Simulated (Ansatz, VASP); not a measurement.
**One calculation of SiGe3Ru, two programs**

```
CELL_PARAMETERS angstrom
3.69553 0.00000 0.00000
-1.84777 3.20042 0.00000
0.00000 0.00000 8.08037
ATOMIC_POSITIONS crystal
Si 0.66667 0.33333 0.00000
Ge 0.33333 0.66667 0.27469
Ge 0.33333 0.66667 0.72531
Ge 0.66667 0.33333 0.50000
Ru 0.33333 0.66667 0.50000
```

Alike in both runs: task single point; functional PBE; k mesh 6 × 6 × 2; occupations gaussian, width 0.1 eV; no spin polarisation.

```csv
,VASP,Ansatz
version,VASP 6.6.1,Ansatz 0.2.0
potentials or method,"VASP PAW PBE potentials, release 64 (Si, Ge_d, Ru_pv), cutoff 520 eV","scalar-relativistic, plane waves, PAW"
valence electrons in the cell,60,62
```

Ansatz gave:

* gap on the k mesh at the Fermi level (eV): none
* rms of the force components (eV/Å): 8.622

Q: Which values does VASP return?

A: gap on the k mesh at the Fermi level (eV): none; rms of the force components (eV/Å): 8.585.

Atom by atom the forces differ by 0.037 eV/Å (rms over components). A gap of «none» marks a metal or a gap that the smearing closes. With one functional, cell and mesh, what is left measures potentials, basis and numerics. VASP's potentials hold 60 valence electrons a cell and Ansatz's 62, so a difference there can come from the potentials and not from the codes.

The k mesh is coarse, so the values compare programs but aren't converged.
